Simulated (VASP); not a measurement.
Set up this calculation in VASP 6.6.1, as the native input.

```yaml
Task: single point
Functional: PBEsol
Potentials_or_basis: VASP PAW PBE potentials, release 64 (Al, Cu)
Cutoff: 520 eV
k_mesh: 10 × 10 × 10
Occupations: gaussian, width 0.1 eV
Spin: no spin polarisation
Dipole_correction: no
Further_INCAR_settings: ALGO = Fast; EDIFF = 1e-06; NBANDS = 26
```

The structure of Al2Cu lies in POSCAR:

```
Al2Cu
1.0
   -2.9961666526      2.9961666526      2.4142997894
    2.9961666526     -2.9961666526      2.4142997894
    2.9961666526      2.9961666526     -2.4142997894
Al Cu
4 2
Direct
    0.3406588574      0.1593411426      0.5000000000
    0.1593411426      0.6593411426      0.8186822852
    0.8406588574      0.3406588574      0.1813177148
    0.6593411426      0.8406588574      0.5000000000
    0.7500000000      0.7500000000      0.0000000000
    0.2500000000      0.2500000000      0.0000000000
```

These files were run (other wordings do the same):

INCAR

```
SYSTEM = Al2Cu
PREC = Accurate
ENCUT = 520
EDIFF = 1E-6
ISMEAR = 0
SIGMA = 0.1
LREAL = .False.
LASPH = .True.
NELM = 80
ALGO = Fast
ISIF = 2
LWAVE = .False.
LCHARG = .True.
GGA = PS
LELF = .True.
LVHAR = .True.
NBANDS = 26
```

KPOINTS

```
regular mesh
0
Gamma
  10 10 10
  0 0 0
```

Potentials or basis: VASP PAW PBE potentials, release 64 (Al, Cu).

The run is started by

```bash
$ cat potpaw_PBE.64/Al/POTCAR potpaw_PBE.64/Cu/POTCAR > POTCAR
$ mpirun -np 1 vasp_std > vasp.out
```

Results of the run:

* Pressure: 0.1 GPa
* Band gap on the k mesh: zero (bands 17 and 18 overlap by 4.41 eV)

Caveat: the PAW data sets were made with another functional, which shifts forces and pressure a little.

Run time: 9.1 min on 1 thread of Intel Xeon 8259CL (shared host), peak memory 0.31 GiB.
